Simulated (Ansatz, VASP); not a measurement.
Two plane-wave programs on LaZn2Rh2

```
CELL_PARAMETERS angstrom
0.00000 4.24706 0.00000
4.24706 0.00000 0.00000
2.12353 2.12353 -5.44983
ATOMIC_POSITIONS crystal
Rh 0.75000 0.25000 0.50000
Rh 0.25000 0.75000 0.50000
La 0.00000 0.00000 0.00000
Zn 0.37800 0.37800 0.24400
Zn 0.62200 0.62200 0.75600
```

Alike in both runs: task single point; functional PBEsol; k mesh 5 × 5 × 5; no spin polarisation.

|  | VASP | Ansatz |
| --- | --- | --- |
| version | VASP 6.6.1 | Ansatz 0.2.0 |
| potentials or method | VASP PAW PBE potentials, release 64 (Rh_pv, La, Zn), cutoff 520 eV | PAW plane waves |
| occupations | fermi-dirac, width 0.1 eV | fermi-dirac |
| valence electrons in the cell | 65 | 69 |

```tsv
	VASP	Ansatz	Ansatz less VASP
gap on the k mesh at the Fermi level (eV)	none	none	-
pressure (GPa)	-8.9	-9.0	-0.20
traceless stress, the component that is largest in VASP (GPa)	-3.92	-3.93	-0.008
rms of the force components (eV/Å)	0.036	0.044	+0.0085
```

VASP's potentials were made for PBE, not for PBEsol. Atom by atom the forces differ by 0.009 eV/Å (rms over components). A gap of «none» marks a metal or a gap that the smearing closes. VASP's potentials hold 65 valence electrons a cell and Ansatz's 69, so a difference there can come from the potentials and not from the codes.

Spin-orbit coupling is off throughout.
